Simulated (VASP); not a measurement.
# Pt9Au7 (P1) in VASP: notebook

Runs on Pt9Au7. Level: PBE. Tasks: single point, relaxation of cell and atoms.

Everything below comes from runs of VASP 6.6.1. Logs are shortened: lines on timing, memory, paths and dates and some standing lists are left out, and cuts for length are marked.

### 1 The cell of the first run

The typed cell holds 16 atoms: a = 7.014 Å, b = 6.998 Å, c = 6.993 Å, α = 110.87°, β = 109.27°, γ = 108.15°.

### 2 Single point, PBE

File INCAR:

```
SYSTEM = Pt9Au7
PREC     = Accurate       ! precision mode
ENCUT    = 520            ! plane-wave cutoff, eV
EDIFF    = 1E-6           ! SCF threshold, eV
ISMEAR   = 0              ! smearing method
SIGMA    = 0.1            ! smearing width, eV
LREAL    = Auto         
LASPH    = .TRUE.         ! aspherical terms in the spheres
NELM     = 100            ! most SCF steps
ALGO     = Fast           ! electronic algorithm
ISIF     = 2              ! what is computed and relaxed
LWAVE    = .FALSE.        ! write WAVECAR
LCHARG   = .TRUE.         ! write CHGCAR
GGA      = PE             ! functional
LELF     = .TRUE.         ! ELF
LVHAR    = .TRUE.       
NBANDS   = 98             ! bands
ISYM     = 0
```

File KPOINTS:

```
Automatic mesh
0
Gamma
  2 2 2
  0.5 0.5 0.5
```

File POSCAR:

```
Pt9Au7
1.0
   -3.9672060207      4.1178200013     -4.0626046013
    3.9708097408      4.1038395611      4.0450204411
    3.9667300802     -4.1002358410     -4.0445445006
Pt Au
9 7
Direct
    0.5061249305      1.0099256356      0.5050430050
    0.7401686788      0.4976425380      0.7481183640
    0.2562258127      0.2526953864      0.4997982203
    0.5068444931      0.7521389378      0.7552832137
    0.7475923394      0.0001343769      0.2443571941
    0.5004425586      0.2482127289      0.2527796413
   -0.0047294417      0.0010067516      1.0064262942
    0.7424112144      0.2441777850     -0.0037784770
    0.5048011517      0.5003585006      0.9957723550
    0.2526822852      1.0023911572      0.7546404138
    0.9991366325      0.2505489293      0.7491801397
   -0.0015159976      0.4966274856      0.4986471914
    0.7481231095      0.7511028373      0.4999538190
    0.2542653771      0.5007401315      0.2517895006
    0.0000199541      0.7511427239      0.2492178922
    0.2514763911      0.7519494152      0.0026754142
```

Potentials or basis: VASP PAW PBE potentials, release 64 (Pt, Au).

The run is started by

```
> cat potpaw_PBE.64/Pt/POTCAR potpaw_PBE.64/Au/POTCAR > POTCAR
> mpirun -np 1 vasp_std > vasp.out
```

OUTCAR:

```text
SYSTEM = Pt9Au7
   PREC = Accurate
   ENCUT = 520
   EDIFF = 1E-6
   ISMEAR = 0
   LREAL = Auto
   LASPH = .TRUE.
   NELM = 100
   ISIF = 2
   GGA = PE
   ISYM = 0

 ion  position               nearest neighbor table
   1  0.506  0.010  0.505-   2 2.79   8 2.79   3 2.80   6 2.83  13 2.84  16 2.85  11 2.85   5 2.87
                            10 2.87  14 2.91   4 2.93  15 2.93
   2  0.740  0.498  0.748-   9 2.76   4 2.77   1 2.79   3 2.80   6 2.81  15 2.84  11 2.87   7 2.88
                             8 2.89  13 2.89  12 2.90  16 2.96
   3  0.256  0.253  0.500-   1 2.80   2 2.80   7 2.80   6 2.80   9 2.81  12 2.85   4 2.85  14 2.86
                            15 2.87  11 2.89  10 2.91   5 2.94
   4  0.507  0.752  0.755-   2 2.77   5 2.77   8 2.81   7 2.83   9 2.84  13 2.84   3 2.85  14 2.86
                            10 2.86  16 2.87   1 2.93  12 2.94
   5  0.748  0.000  0.244-   4 2.77   7 2.77   6 2.81   8 2.84  12 2.84  15 2.85   9 2.86  11 2.86
                             1 2.87  16 2.87  13 2.91   3 2.94
   6  0.500  0.248  0.253-   3 2.80   5 2.81   2 2.81   1 2.83  10 2.83  14 2.83  16 2.84   8 2.85
                            13 2.87  12 2.88   7 2.92   9 2.93
   7  0.995  0.001  0.006-   5 2.77   3 2.80   8 2.82   4 2.83  15 2.84  14 2.86  16 2.87  13 2.87
                             2 2.88  10 2.91  11 2.92   6 2.92
   8  0.742  0.244  0.996-   1 2.79   9 2.80   4 2.81   7 2.82  10 2.83   5 2.84   6 2.85  12 2.85
                            11 2.88   2 2.89  15 2.90  14 2.96
   9  0.505  0.500  0.996-   2 2.76   8 2.80   3 2.81   4 2.84  10 2.85   5 2.86  13 2.86  16 2.86
                            15 2.87  14 2.89  11 2.93   6 2.93
  10  0.253  0.002  0.755-   6 2.83   8 2.83  11 2.85   9 2.85   4 2.86  15 2.87  16 2.87   1 2.87
                            12 2.89   7 2.91   3 2.91  13 2.92
  11  0.999  0.251  0.749-  10 2.85  14 2.85   1 2.85  13 2.86  12 2.86   5 2.86  16 2.87   2 2.87
                             8 2.88   3 2.89   7 2.92   9 2.93
  12  0.998  0.497  0.499-   5 2.84   3 2.85   8 2.85  16 2.86  11 2.86  13 2.86  14 2.87   6 2.88
                            10 2.89   2 2.90  15 2.90   4 2.94
  13  0.748  0.751  0.500-   4 2.84   1 2.84  11 2.86  14 2.86   9 2.86  12 2.86  15 2.87   7 2.87
                             6 2.87   2 2.89   5 2.91  10 2.92
  14  0.254  0.501  0.252-   6 2.83  11 2.85   4 2.86   3 2.86  13 2.86   7 2.86  15 2.86  12 2.87
                            16 2.88   9 2.89   1 2.91   8 2.96
  15  0.000  0.751  0.249-   7 2.84   2 2.84  16 2.84   5 2.85  14 2.86   9 2.87  10 2.87   3 2.87
                            13 2.87   8 2.90  12 2.90   1 2.93
  16  0.251  0.752  0.003-   6 2.84  15 2.84   1 2.85  12 2.86   9 2.86  11 2.87   7 2.87   5 2.87
                            10 2.87   4 2.87  14 2.88   2 2.96

IMPORTANT INFORMATION: All symmetrisations will be switched off!
NOSYMM: (Re-)initialisation of all symmetry stuff for point group C_1.

----------------------------------------------------------------------------------------

                                     Primitive cell

  volume of cell :     264.5340

  direct lattice vectors                    reciprocal lattice vectors
[... 115 lines left out ...]
  volume/ion in A,a.u.               =      16.53       111.57
  Fermi-wavevector in a.u.,A,eV,Ry     =   1.404386  2.653905 26.834772  1.972300
  Thomas-Fermi vector in A             =   2.526953
   LORBIT       =      0    0 simple, 1 ext, 2 COOP (PROOUT), +10 PAW based schemes
   GGA     = PE    functional components
   LHFCALC =     F    Hartree Fock is set to
   AEXX    =    0.0000 exact exchange contribution
   IVDW    =     0    specifies the selected vdW correction
   LEPSILON=     F    determine dielectric tensor
   LRPA    =     F    only Hartree local field effects (RPA)
 non-spin polarized calculation
 RMM-DIIS sequential band-by-band and
 Gauss-broadening in eV      SIGMA  =   0.10
  energy-cutoff  :      520.00
  volume of cell :      264.53
 maximum number of plane-waves:      7133
 NGX is ok and might be reduce to    54
   NGX = 27   NGY = 27   NGZ = 25

 number of electron     166.9999999 magnetization

 Free energy of the ion-electron system (eV)
  ---------------------------------------------------
  ext. energy  EPLUGINS =         0.00000000
  ---------------------------------------------------
  free energy    TOTEN  =       -76.77036643 eV

  energy without entropy =      -76.63924398  energy(sigma->0) =      -76.70480521

 E-fermi :   9.3974     XC(G=0): -12.9202

 val. band max:        9.3919536696   @ k =   0.2500  -0.2500   0.2500
 cond. band min:       9.3988177962   @ k =  -0.2500   0.2500   0.2500
 fundamental gap:      0.0068641266
 Fermi energy:         9.3974353384

 k-point     1 :       0.2500    0.2500    0.2500
  band No.  band energies     occupation
      1       1.9383      2.00000
      2       1.9799      2.00000
      3       2.0042      2.00000
      4       2.0184      2.00000
      5       3.5455      2.00000
      6       3.5691      2.00000
[... 381 lines left out ...]
     94      12.8409      0.00000
     95      13.6288      0.00000
 [bands above 95 left out]

------------------------ aborting loop because EDIFF is reached ----------------------------------------

  FORCE on cell =-STRESS in cart. coord.  units (eV):
  Direction    XX          YY          ZZ          XY          YZ          ZX
  --------------------------------------------------------------------------------------
  -------------------------------------------------------------------------------------
  Total       -0.5935252     -0.6169414     -0.6147641     -0.0172315      0.0036734      0.0207184
  in kB       -3.5947467     -3.7365690     -3.7233820     -0.1043644      0.0222485      0.1254829
  external PRESSURE =      -3.6848992 kB  Pullay stress =       0.0000000 kB

 VOLUME and BASIS-vectors are now :
 -----------------------------------------------------------------------------
  energy-cutoff  :      520.00
  volume of cell :      264.53
      direct lattice vectors                 reciprocal lattice vectors
    -3.967206021  4.117820001 -4.062604601    -0.000047721  0.121366717 -0.123084679
     3.970809741  4.103839561  4.045020441     0.125928408  0.121575296  0.000256300
     3.966730080 -4.100235841 -4.044544501     0.125991161 -0.000319053 -0.123356011

 POSITION                                       TOTAL-FORCE (eV/Angst)
 -----------------------------------------------------------------------------------
      0.03488      0.05407     -4.05870         0.007745      0.007531     -0.000225
      2.00723      2.02266     -4.01984         0.000166     -0.007028      0.006560
      1.96947      0.04282     -2.04024        -0.008805     -0.000619     -0.009076
      3.97185      2.07691     -2.07147        -0.003446      0.003520     -0.002975
     -1.99602      2.07708     -4.02494         0.001083      0.003153     -0.002899
      0.00296      2.04290     -2.05145        -0.002317      0.003456     -0.003175
[... 8 lines left out ...]
      3.97115      2.06080      2.03033         0.006320     -0.000975      0.002483
      1.99880      4.11044      2.00918        -0.001676     -0.000361      0.009901
 -----------------------------------------------------------------------------------
    total drift:                               -0.002213     -0.001458     -0.000840

  FREE ENERGIE OF THE ION-ELECTRON SYSTEM (eV)
  ---------------------------------------------------
  free  energy   TOTEN  =       -76.7703664348 eV

  energy  without entropy=      -76.6392439808  energy(sigma->0) =      -76.70480521
```

stdout:

```text
POSCAR found type information on POSCAR PtAu
 POSCAR found :  2 types and      16 ions
 scaLAPACK will be used
 LDA part: xc-table for (Slater+PW92), standard interpolation
 POSCAR, INCAR and KPOINTS ok, starting setup
 FFT: planning ... GRIDC
 FFT: planning ... GRID_SOFT
 FFT: planning ... GRID
 WAVECAR not read
 entering main loop
```

It took 6.2 min on 1 thread of AMD EPYC 7R43 (Zen 3), shared host; peak memory 0.38 GiB.

Results:

| Item | Value |
| --- | --- |
| Free energy | -76.7704 eV |
| Pressure | -0.4 GPa |
| Largest force | 0.015 eV/Å |
| Band gap on the k mesh | zero (an odd number of electrons rules out a gap without spin polarisation) |

Forces on the atoms (eV/Å):
```
Pt   0.008  0.008  0.000
Pt   0.000 -0.007  0.007
Pt  -0.009 -0.001 -0.009
Pt  -0.003  0.004 -0.003
Pt   0.001  0.003 -0.003
Pt  -0.002  0.003 -0.003
Pt   0.007 -0.011 -0.007
Pt   0.003 -0.004  0.007
Pt   0.006  0.002 -0.002
Au  -0.001  0.010 -0.005
Au   0.002 -0.003  0.000
Au  -0.013  0.001  0.000
Au   0.002 -0.007 -0.001
Au  -0.004  0.004  0.009
Au   0.006 -0.001  0.002
Au  -0.002  0.000  0.010
```

Levels at points of the mesh, in eV from the Fermi level:
| k point | band 81 | band 82 | band 83 | band 84 | band 85 | band 86 | band 87 | band 88 |
| --- | --- | --- | --- | --- | --- | --- | --- | --- |
| (0.25, 0.25, 0.25) | -0.05 | -0.01 | 0.06 | 0.09 | 2.25 | 2.28 | 2.30 | 2.36 |

Caveat: the k points lie up to 0.55 Å⁻¹ apart, too coarse for converged energies and pressures of a metal; spin-orbit coupling is left out, which moves the levels of the heavy elements.

### 3 Relaxation of cell and atoms, PBE

This run uses another cell than the first one, of 16.65 Å³/atom.

File INCAR:

```
SYSTEM = Pt9Au7
ALGO = Fast ; EDIFF = 1E-6
EDIFFG = -0.04 ; ENCUT = 600
GGA = PE ; IBRION = 2
ISIF = 3 ; ISMEAR = 0
ISYM = 0 ; LASPH = .TRUE.
LCHARG = .FALSE. ; LREAL = Auto
LWAVE = .FALSE. ; NELM = 100
NSW = 70 ; PREC = Accurate
SIGMA = 0.1
```

KPOINTS is that of step 2.

File POSCAR:

```
Pt9Au7
1.0
   -4.0534492800      4.0534492800     -4.0534492800
    4.0534492800      4.0534492800      4.0534492800
    4.0534492800     -4.0534492800     -4.0534492800
Pt Au
9 7
Direct
    0.5012873917      0.9957762001      0.4996366126
    0.7451289923      0.5028931847      0.7456940290
    0.2469455245      0.2496080886      0.5019486863
    0.4964618478      0.7506420989      0.7518054586
    0.7533768287      0.0008408734      0.2461322417
    0.5002587116      0.2477165791      0.2545068561
    0.0033080246      0.0050025772      0.9989764188
    0.7511271899      0.2441875605      0.0053179851
    0.5000477744      0.4975852452      0.9982983970
    0.2496949262      0.9973374378      0.7489107810
    0.9979537162      0.2519081291      0.7441138509
    0.0032088719      0.5026881973      0.5001148664
    0.7543576296      0.7559043852      0.5092579577
    0.2468303651      0.5085626254      0.2542971866
    0.0009200378      0.7509981252      0.2504903546
    0.2531616569      0.7491440129      0.0004024991
```

Potentials or basis: VASP PAW PBE potentials, release 64 (Pt, Au).

The run is started by

```
> cat potpaw_PBE.64/Pt/POTCAR potpaw_PBE.64/Au/POTCAR > POTCAR
> mpirun -np 1 vasp_std > vasp.out
```

Wall time 43 min (1 thread of AMD EPYC 7R43 (Zen 3), shared host); peak memory 0.51 GiB.

Results (log left out):

```
Free energy                           : -76.7708 eV
Relaxed volume                        : 16.50 Å³/atom
Relaxed cell                          : a = 7.010 Å, b = 6.993 Å, c = 6.988 Å, α = 110.85°, β = 109.30°, γ = 108.12°
Space group after relaxing (to 0.1 Å) : P1 (No. 1)
Energy gained by relaxing             : 20.4 meV/atom
Ionic steps                           : 11
Pressure after relaxing               : 0.1 GPa
Largest force after relaxing          : 0.031 eV/Å
Band gap on the k mesh                : zero (an odd number of electrons rules out a gap without spin polarisation)
```

Forces on the atoms (eV/Å):
```
Pt  -0.004  0.014  0.005
Pt   0.002  0.027  0.008
Pt  -0.007  0.003 -0.022
Pt   0.004 -0.004  0.023
Pt  -0.006 -0.012  0.008
Pt   0.006  0.002  0.003
Pt   0.005 -0.011  0.002
Pt   0.009  0.003 -0.001
Pt  -0.014  0.025  0.012
Au   0.019  0.004  0.001
Au  -0.003 -0.016 -0.014
Au  -0.019 -0.006 -0.003
Au   0.000 -0.006 -0.014
Au  -0.008 -0.002  0.006
Au   0.003 -0.008 -0.009
Au   0.015 -0.013 -0.003
```

Step by step:
| step | energy change (eV) | largest force (eV/Å) | pressure (GPa) | volume (Å³) |
| --- | --- | --- | --- | --- |
| 1 | 0.0000 | 1.0021 | -1.63 | 266.40 |
| 2 | -0.2181 | 0.3526 | 3.25 | 259.90 |
| 3 | -0.2182 | 0.3633 | 3.17 | 260.00 |
| 4 | -0.2844 | 0.3866 | -1.49 | 266.47 |
| 5 | -0.3013 | 0.2746 | -0.14 | 264.39 |
| 6 | -0.3139 | 0.1655 | -0.10 | 264.31 |
| 7 | -0.3217 | 0.1252 | 0.01 | 264.18 |
| 8 | -0.3255 | 0.0616 | -0.02 | 264.18 |
| 9 | -0.3261 | 0.0560 | -0.03 | 264.18 |
| 10 | -0.3261 | 0.0571 | -0.03 | 264.18 |
| 11 | -0.3268 | 0.0307 | 0.08 | 264.04 |

Final structure:
```
Pt Au
1.0
    -3.96495    4.11688   -4.05901
     3.96925    4.10249    4.04004
     3.96426   -4.09801   -4.03936
Pt Au
9 7
Direct
  0.50571 0.00945 0.50493
  0.73943 0.49674 0.74804
  0.25582 0.25273 0.49977
  0.50771 0.75196 0.75587
  0.74820 0.00080 0.24495
  0.50033 0.24806 0.25273
  0.99585 0.00131 0.00627
  0.74257 0.24401 0.99623
  0.50442 0.49995 0.99657
  0.25292 0.00203 0.75404
  0.99915 0.25091 0.74914
  0.99842 0.49721 0.49860
  0.74809 0.75128 0.50007
  0.25416 0.50113 0.25204
  0.99961 0.75129 0.24853
  0.25167 0.75194 0.00214
```

Levels at points of the mesh, in eV from the Fermi level:
| k point | band 81 | band 82 | band 83 | band 84 | band 85 | band 86 | band 87 | band 88 |
| --- | --- | --- | --- | --- | --- | --- | --- | --- |
| (0.25, 0.25, 0.25) | -0.05 | -0.01 | 0.06 | 0.09 | 2.25 | 2.28 | 2.31 | 2.36 |

Caveat: the k points lie up to 0.55 Å⁻¹ apart in the final cell, too coarse for converged energies and pressures of a metal; spin-orbit coupling is left out, which moves the levels of the heavy elements.

The gap in the log of VASP goes by the Fermi energy; the results here count the filled bands.